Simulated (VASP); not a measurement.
# ZnS (CsCl type) (Pm-3m) in VASP: further runs

Runs on ZnS (CsCl type). Level: PBE. Tasks: single point.

Program: VASP 6.6.1. These are calculated values, not measurements. Logs are shortened: lines on timing, memory, paths and dates and some standing lists are left out, and cuts for length are marked.

### Step 1. The cell of the first run

Symmetry: Pm-3m, No. 221, cubic system. The conventional cell has a = 3.111 Å, b = 3.111 Å, c = 3.111 Å, α = 90.00°, β = 90.00°, γ = 90.00°. Within 3.6 Å of Zn (site symmetry m-3m) lie 8 S at 2.69 Å and 6 Zn at 3.11 Å. S (site symmetry m-3m) has 8 Zn at 2.69 Å and 6 S at 3.11 Å within 3.6 Å.

### Step 2. Single point, PBE

Input file INCAR:

```
SYSTEM = ZnS
ALGO     = Normal         ! electronic algorithm
EDIFF    = 1E-6           ! SCF threshold, eV
ENCUT    = 520            ! plane-wave cutoff, eV
GGA      = PE             ! functional
ISIF     = 2              ! what is computed and relaxed
ISMEAR   = -1             ! smearing method
LASPH    = .True.         ! aspherical terms in the spheres
LCHARG   = .False.        ! write CHGCAR
LREAL    = .False.        ! projectors in reciprocal space
LWAVE    = .False.        ! write WAVECAR
NBANDS   = 16             ! bands
NELM     = 80             ! most SCF steps
PREC     = Accurate       ! precision mode
SIGMA    = 0.08           ! smearing width, eV
```

Input file KPOINTS:

```
k-points
0
Gamma
  14 14 14
  0 0 0
```

Input file POSCAR:

```
ZnS
1.0
    3.1106498358      0.0000000000      0.0000000000
    0.0000000000      3.1106498358      0.0000000000
    0.0000000000      0.0000000000      3.1106498358
Zn S
1 1
Direct
    0.0000000000      0.0000000000      0.0000000000
    0.5000000000      0.5000000000      0.5000000000
```

Potentials or basis: VASP PAW PBE potentials, release 64 (Zn, S).

Command:

```sh
cat potpaw_PBE.64/Zn/POTCAR potpaw_PBE.64/S/POTCAR > POTCAR
mpirun -np 1 vasp_std > vasp.out
```

OUTCAR:

```text
SYSTEM = ZnS
   EDIFF = 1E-6
   ENCUT = 520
   GGA = PE
   ISIF = 2
   ISMEAR = -1
   LASPH = .True.
   LREAL = .False.
   NELM = 80
   PREC = Accurate

 ion  position               nearest neighbor table
   1  0.000  0.000  0.000-   2 2.69   2 2.69   2 2.69   2 2.69   2 2.69   2 2.69   2 2.69   2 2.69

   2  0.500  0.500  0.500-   1 2.69   1 2.69   1 2.69   1 2.69   1 2.69   1 2.69   1 2.69   1 2.69

  LATTYP: Found a simple cubic cell.
 ALAT       =     3.1106498358

  Lattice vectors:

 A1 = (   3.1106498358,   0.0000000000,   0.0000000000)
 A2 = (   0.0000000000,   3.1106498358,   0.0000000000)
 A3 = (   0.0000000000,   0.0000000000,   3.1106498358)

Analysis of symmetry for initial positions (statically):
=====================================================================
 Subroutine PRICEL returns:
 Original cell was already a primitive cell.

 Routine SETGRP: Setting up the symmetry group for a
 simple cubic supercell.

 Subroutine GETGRP returns: Found 48 space group operations
 (whereof 48 operations were pure point group operations)
 out of a pool of 48 trial point group operations.

The static configuration has the point symmetry O_h .

Analysis of symmetry for dynamics (positions and initial velocities):
=====================================================================
 Subroutine PRICEL returns:
 Original cell was already a primitive cell.

 Routine SETGRP: Setting up the symmetry group for a
 simple cubic supercell.

 Subroutine GETGRP returns: Found 48 space group operations
 (whereof 48 operations were pure point group operations)
 out of a pool of 48 trial point group operations.

The dynamic configuration has the point symmetry O_h .

 Subroutine INISYM returns: Found 48 space group operations
 (whereof 48 operations are pure point group operations),
 and found     1 'primitive' translations

----------------------------------------------------------------------------------------

                                     Primitive cell

  volume of cell :      30.0991

  direct lattice vectors                    reciprocal lattice vectors
     3.110649836  0.000000000  0.000000000     0.321476236  0.000000000  0.000000000
     0.000000000  3.110649836  0.000000000     0.000000000  0.321476236  0.000000000
     0.000000000  0.000000000  3.110649836     0.000000000  0.000000000  0.321476236

  length of vectors
     3.110649836  3.110649836  3.110649836     0.321476236  0.321476236  0.321476236

  position of ions in fractional coordinates (direct lattice)
     0.000000000  0.000000000  0.000000000
     0.500000000  0.500000000  0.500000000

  ion indices of the primitive-cell ions
   primitive index   ion index
                 1           1
                 2           2

----------------------------------------------------------------------------------------

 KPOINTS: k-points

Automatic generation of k-mesh.
 Grid dimensions read from file:
 generate k-points for:   14   14   14

 Generating k-lattice:

  Cartesian coordinates                     Fractional coordinates (reciprocal lattice)
     0.022962588  0.000000000  0.000000000     0.071428571  0.000000000  0.000000000
     0.000000000  0.022962588  0.000000000     0.000000000  0.071428571  0.000000000
     0.000000000  0.000000000  0.022962588     0.000000000  0.000000000  0.071428571

  Length of vectors
     0.022962588  0.022962588  0.022962588

  Shift w.r.t. Gamma in fractional coordinates (k-lattice)
     0.000000000  0.000000000  0.000000000

 Subroutine IBZKPT returns following result:
 ===========================================

 Found    120 irreducible k-points:

 Following reciprocal coordinates:
            Coordinates               Weight
  0.000000  0.000000  0.000000      1.000000
  0.071429  0.000000  0.000000      6.000000
  0.142857  0.000000  0.000000      6.000000
  0.214286  0.000000  0.000000      6.000000
  0.285714  0.000000  0.000000      6.000000
  0.357143  0.000000  0.000000      6.000000
[... 16 lines left out ...]
  0.285714  0.214286  0.000000     24.000000
  0.357143  0.214286  0.000000     24.000000
 [... further k-points ...]
   k-points           NKPTS =    120   k-points in BZ     NKDIM =    120   number of bands    NBANDS=     16
   number of dos      NEDOS =    301   number of ions     NIONS =      2
   total plane-waves  NPLWV =  13824
   dimension x,y,z NGX =    24 NGY =   24 NGZ =   24
   dimension x,y,z NGXF=    48 NGYF=   48 NGZF=   48
   ions per type =               1   1
   NGX,Y,Z   is equivalent  to a cutoff of  12.83, 12.83, 12.83 a.u.
   NGXF,Y,Z  is equivalent  to a cutoff of  25.65, 25.65, 25.65 a.u.
 SYSTEM =  ZnS
   PREC   = accura    normal or accurate (medium, high low for compatibility)
   ISTART =      0    job   : 0-new  1-cont  2-samecut
   ICHARG =      2    charge: 1-file 2-atom 10-const
   ISPIN  =      1    spin polarized calculation?
   LNONCOLLINEAR =      F non collinear calculations
   LSORBIT =      F    spin-orbit coupling
   LASPH  =      T    aspherical Exc in radial PAW
   ENCUT  =  520.0 eV  38.22 Ry    6.18 a.u.   5.78  5.78  5.78*2*pi/ulx,y,z
   NELM   =     80;   NELMIN=  2; NELMDL= -5     # of ELM steps
   EDIFF  = 0.1E-05   stopping-criterion for ELM
   LREAL  =      F    real-space projection
   EDIFFG = 0.1E-04   stopping-criterion for IOM
   NSW    =      0    number of steps for IOM
   IBRION =     -1    ionic relax: 0-MD 1-quasi-New 2-CG
   NFREE  =      0    steps in history (QN), initial steepest desc. (CG)
   ISIF   =      2    stress and relaxation
   ISYM   =      2    0-nonsym 1-usesym 2-fastsym
   POTIM  = 0.5000    time-step for ionic-motion
   TEBEG  =    0.0;   TEEND  =   0.0 temperature during run
   PSTRESS=    0.0 pullay stress
   NELECT =      18.0000    total number of electrons
   NUPDOWN=      -1.0000    fix difference up-down
   EMIN   =  10.00;   EMAX   =-10.00  energy-range for DOS
   EFERMI =   0.00;   METHOD = LEGACY
   ISMEAR =    -1;   SIGMA  =   0.08  broadening in eV -4-tet -1-fermi 0-gaus
   EFERMI_NEDOS =   21; number of points for ismear=-14 and -15
   IALGO  =     38    algorithm
   IMIX   =      4    mixing-type and parameters
     AMIX     =   0.40;   BMIX     =  1.00
     AMIX_MAG =   1.60;   BMIX_MAG =  1.00
  volume/ion in A,a.u.               =      15.05       101.56
  Fermi-wavevector in a.u.,A,eV,Ry     =   1.379266  2.606434 25.883360  1.902373
  Thomas-Fermi vector in A             =   2.504251
   LORBIT       =      0    0 simple, 1 ext, 2 COOP (PROOUT), +10 PAW based schemes
   GGA     = PE    functional components
   LHFCALC =     F    Hartree Fock is set to
   AEXX    =    0.0000 exact exchange contribution
   IVDW    =     0    specifies the selected vdW correction
   LEPSILON=     F    determine dielectric tensor
   LRPA    =     F    only Hartree local field effects (RPA)
 non-spin polarized calculation
  energy-cutoff  :      520.00
  volume of cell :       30.10
 maximum number of plane-waves:       840
 NGX is ok and might be reduce to    24
   NGX = 11   NGY = 11   NGZ = 11

 number of electron      17.9999964 magnetization

 Free energy of the ion-electron system (eV)
  ---------------------------------------------------
  ext. energy  EPLUGINS =         0.00000000
  ---------------------------------------------------
  free energy    TOTEN  =        -4.88034651 eV

  energy without entropy =       -4.85657917  energy(sigma->0) =       -4.86846284

 E-fermi :   5.5138     XC(G=0): -11.4339

 val. band max:        5.4789868516   @ k =   0.2857   0.2857   0.0000
 cond. band min:       5.5309306214   @ k =   0.3571   0.2143   0.0000
 fundamental gap:      0.0519437698
 Fermi energy:         5.5138277939

 k-point     1 :       0.0000    0.0000    0.0000
  band No.  band energies     occupation
      1      -9.5632      2.00000
      2      -1.7546      2.00000
      3      -1.7546      2.00000
      4      -1.2810      2.00000
      5      -1.2810      2.00000
      6      -1.2810      2.00000
[... 8 lines left out ...]
     15      18.4484      0.00000
     16      20.9517      0.00000

 k-point     2 :       0.0714    0.0000    0.0000
  band No.  band energies     occupation
      1      -9.5053      2.00000
      2      -1.7505      2.00000
      3      -1.7493      2.00000
      4      -1.2962      2.00000
      5      -1.2962      2.00000
      6      -1.2797      2.00000
[... 8 lines left out ...]
     15      18.1635      0.00000
     16      20.9769      0.00000

 k-point     3 :       0.1429    0.0000    0.0000
  band No.  band energies     occupation
      1      -9.3351      2.00000
      2      -1.7439      2.00000
      3      -1.7389      2.00000
      4      -1.3378      2.00000
      5      -1.3378      2.00000
      6      -1.2763      2.00000
[... 8 lines left out ...]
     15      17.5756      0.00000
     16      21.0491      0.00000

 k-point     4 :       0.2143    0.0000    0.0000
  band No.  band energies     occupation
      1      -9.0645      2.00000
      2      -1.7781      2.00000
      3      -1.7220      2.00000
      4      -1.3956      2.00000
      5      -1.3956      2.00000
      6      -1.2713      2.00000
[... 8 lines left out ...]
     15      17.4079      0.00000
     16      21.1586      0.00000

 k-point     5 :       0.2857    0.0000    0.0000
  band No.  band energies     occupation
      1      -8.7188      2.00000
      2      -1.9472      2.00000
      3      -1.7033      2.00000
      4      -1.4569      2.00000
      5      -1.4569      2.00000
      6      -1.2657      2.00000
[... 8 lines left out ...]
     15      18.4212      0.00000
     16      19.9460      0.00000

 k-point     6 :       0.3571    0.0000    0.0000
  band No.  band energies     occupation
      1      -8.3471      2.00000
      2      -2.3485      2.00000
      3      -1.6864      2.00000
      4      -1.5098      2.00000
      5      -1.5098      2.00000
      6      -1.2607      2.00000
[... 8 lines left out ...]
     15      18.8679      0.00000
     16      20.2710      0.00000
[... 267 lines left out ...]
 k-point    21 :       0.5000    0.1429    0.0000
  band No.  band energies     occupation
      1      -7.7465      2.00000
      2      -2.7396      2.00000
      3      -1.6298      2.00000
      4      -1.5434      2.00000
      5      -1.5332      2.00000
      6      -1.2889      2.00000
[... 8 lines left out ...]
     15      19.7355      0.00000
     16      20.0518      0.00000

 k-point    22 :       0.2143    0.2143    0.0000
  band No.  band energies     occupation
      1      -8.5966      2.00000
      2      -1.7800      2.00000
      3      -1.6411      2.00000
      4      -1.4916      2.00000
      5      -1.3976      2.00000
      6      -1.3366      2.00000
[... 8 lines left out ...]
     15      18.3240      0.00000
     16      18.6692      0.00000

 k-point    23 :       0.2857    0.2143    0.0000
  band No.  band energies     occupation
      1      -8.2771      2.00000
      2      -1.8714      2.00000
      3      -1.6117      2.00000
      4      -1.4971      2.00000
      5      -1.4306      2.00000
      6      -1.3399      2.00000
[... 8 lines left out ...]
     15      18.4703      0.00000
     16      18.9482      0.00000

 k-point    24 :       0.3571    0.2143    0.0000
  band No.  band energies     occupation
      1      -7.9397      2.00000
      2      -2.0652      2.00000
      3      -1.5974      2.00000
      4      -1.4909      2.00000
      5      -1.4693      2.00000
      6      -1.3327      2.00000
[... 8 lines left out ...]
     15      18.6205      0.00000
     16      20.2908      0.00000

 [... further k-points ...]

------------------------ aborting loop because EDIFF is reached ----------------------------------------

  FORCE on cell =-STRESS in cart. coord.  units (eV):
  Direction    XX          YY          ZZ          XY          YZ          ZX
  --------------------------------------------------------------------------------------
  -------------------------------------------------------------------------------------
  Total        1.4137766      1.4137766      1.4137766     -0.0000000      0.0000000      0.0000000
  in kB       75.2554581     75.2554581     75.2554581     -0.0000000      0.0000000      0.0000000
  external PRESSURE =      75.2554581 kB  Pullay stress =       0.0000000 kB

 VOLUME and BASIS-vectors are now :
 -----------------------------------------------------------------------------
  energy-cutoff  :      520.00
  volume of cell :       30.10
      direct lattice vectors                 reciprocal lattice vectors
     3.110649836  0.000000000  0.000000000     0.321476236  0.000000000  0.000000000
     0.000000000  3.110649836  0.000000000     0.000000000  0.321476236  0.000000000
     0.000000000  0.000000000  3.110649836     0.000000000  0.000000000  0.321476236

 POSITION                                       TOTAL-FORCE (eV/Angst)
 -----------------------------------------------------------------------------------
      0.00000      0.00000      0.00000         0.000000      0.000000      0.000000
      1.55532      1.55532      1.55532         0.000000      0.000000      0.000000
 -----------------------------------------------------------------------------------
    total drift:                               -0.000000      0.000000     -0.000000

  FREE ENERGIE OF THE ION-ELECTRON SYSTEM (eV)
  ---------------------------------------------------
  free  energy   TOTEN  =        -4.8803465118 eV

  energy  without entropy=       -4.8565791679  energy(sigma->0) =       -4.86846284
```

It took 49 s on 1 thread of Intel Xeon 8259CL, shared host; peak memory 0.18 GiB.

Results:

```yaml
Free_energy: -4.8803 eV
Pressure: 7.5 GPa
Band_gap_on_the_k_mesh: zero (bands 9 and 10 overlap by 1.48 eV)
```

Caveat: the cell stands under pressure.

### Step 3. Single point, PBE

Input file INCAR:

```
  ALGO = Normal
  EDIFF = 1E-7
  ENCUT = 520
  GGA = PE
  ISIF = 2
  ISMEAR = -1
  LASPH = True
  LCHARG = True
  LELF = True
  LREAL = False
  LVHAR = True
  LWAVE = False
  NBANDS = 16
  NELM = 100
  PREC = Accurate
  SIGMA = 0.08
```

Input file KPOINTS:

```
k-points
0
Gamma
  14 14 14
```

POSCAR is that of step 2.

Potentials or basis: VASP PAW PBE potentials, release 64 (Zn, S).

Command:

```sh
cat potpaw_PBE.64/Zn/POTCAR potpaw_PBE.64/S/POTCAR > POTCAR
mpirun -np 1 vasp_std > vasp.out
```

OUTCAR:

```text
EDIFF = 1E-7
   ENCUT = 520
   GGA = PE
   ISIF = 2
   ISMEAR = -1
   LASPH = True
   LREAL = False
   NELM = 100
   PREC = Accurate

 ion  position               nearest neighbor table
   1  0.000  0.000  0.000-   2 2.69   2 2.69   2 2.69   2 2.69   2 2.69   2 2.69   2 2.69   2 2.69

   2  0.500  0.500  0.500-   1 2.69   1 2.69   1 2.69   1 2.69   1 2.69   1 2.69   1 2.69   1 2.69

  LATTYP: Found a simple cubic cell.
 ALAT       =     3.1106498358

  Lattice vectors:

 A1 = (   3.1106498358,   0.0000000000,   0.0000000000)
[... 625 lines left out ...]
      3      -1.5975      2.00000
      4      -1.4909      2.00000
      5      -1.4693      2.00000
      6      -1.3327      2.00000
[... 8 lines left out ...]
     15      18.6204      0.00000
     16      20.2907      0.00000

 [... further k-points ...]
[... 5 lines left out ...]
  --------------------------------------------------------------------------------------
  -------------------------------------------------------------------------------------
  Total        1.4159975      1.4159975      1.4159975      0.0000000      0.0000000     -0.0000000
  in kB       75.3736769     75.3736769     75.3736769      0.0000000      0.0000000     -0.0000000
  external PRESSURE =      75.3736769 kB  Pullay stress =       0.0000000 kB

 VOLUME and BASIS-vectors are now :
 -----------------------------------------------------------------------------
  energy-cutoff  :      520.00
  volume of cell :       30.10
      direct lattice vectors                 reciprocal lattice vectors
     3.110649836  0.000000000  0.000000000     0.321476236  0.000000000  0.000000000
     0.000000000  3.110649836  0.000000000     0.000000000  0.321476236  0.000000000
     0.000000000  0.000000000  3.110649836     0.000000000  0.000000000  0.321476236

 POSITION                                       TOTAL-FORCE (eV/Angst)
 -----------------------------------------------------------------------------------
      0.00000      0.00000      0.00000         0.000000      0.000000      0.000000
      1.55532      1.55532      1.55532         0.000000      0.000000      0.000000
 -----------------------------------------------------------------------------------
    total drift:                                0.000000      0.000000     -0.000000

  FREE ENERGIE OF THE ION-ELECTRON SYSTEM (eV)
  ---------------------------------------------------
  free  energy   TOTEN  =        -4.8803463317 eV

  energy  without entropy=       -4.8565778136  energy(sigma->0) =       -4.86846207
```

OSZICAR:

```text
N       E                     dE             d eps       ncg     rms          rms(c)
DAV:   1     0.832979203922E+02    0.83298E+02   -0.90007E+03  3904   0.146E+03
DAV:   2    -0.768121130151E+00   -0.84066E+02   -0.77987E+02  4536   0.261E+02
DAV:   3    -0.538170401950E+01   -0.46136E+01   -0.45482E+01  4648   0.581E+01
DAV:   4    -0.542017769939E+01   -0.38474E-01   -0.38465E-01  4672   0.543E+00
DAV:   5    -0.542051977986E+01   -0.34208E-03   -0.34207E-03  4872   0.521E-01    0.835E+00
DAV:   6    -0.490365609632E+01    0.51686E+00   -0.11472E+00  5248   0.309E+01    0.612E+00
DAV:   7    -0.488595370340E+01    0.17702E-01   -0.16325E-01  4296   0.709E+00    0.325E+00
DAV:   8    -0.488037019253E+01    0.55835E-02   -0.12961E-02  5064   0.144E+00    0.494E-01
DAV:   9    -0.488032019211E+01    0.50000E-04   -0.11294E-03  4368   0.304E-01    0.935E-02
DAV:  10    -0.488034367488E+01   -0.23483E-04   -0.44926E-05  5048   0.591E-02    0.248E-02
DAV:  11    -0.488034640144E+01   -0.27266E-05   -0.47427E-06  5120   0.254E-02    0.652E-03
DAV:  12    -0.488034651000E+01   -0.10856E-06   -0.54800E-07  4704   0.545E-03    0.227E-03
DAV:  13    -0.488034634469E+01    0.16531E-06   -0.20967E-08  2392   0.142E-03    0.313E-04
DAV:  14    -0.488034633174E+01    0.12953E-07   -0.45204E-09  2216   0.560E-04
   1 F= -.48803463E+01 E0= -.48684621E+01  d E =-.237685E-01
```

Run time: 55 s. Hardware: 1 thread of Intel Xeon 8259CL, shared host; peak memory 0.18 GiB.

What came out:

```yaml
Free_energy: -4.8803 eV
Pressure: 7.5 GPa
Band_gap_on_the_k_mesh: zero (bands 9 and 10 overlap by 1.48 eV)
```

Levels at points of the mesh, in eV from the Fermi level:
```
           k point  band 6  band 7  band 8  band 9  band 10  band 11  band 12  band 13
(0.00, 0.00, 0.00)   -6.79   -1.41   -1.41   -1.41    -0.14     6.02     6.02    12.93
(0.50, 0.00, 0.00)   -6.77   -6.24    0.16    0.16     4.13     5.36     7.26     7.26
(0.50, 0.50, 0.00)   -6.51   -5.75   -5.75   -1.84     0.48     8.85     8.85     9.29
(0.50, 0.50, 0.50)   -6.63   -2.74   -2.74   -2.74     1.03     1.03     1.03     2.60
```

Caveat: the cell stands under pressure.
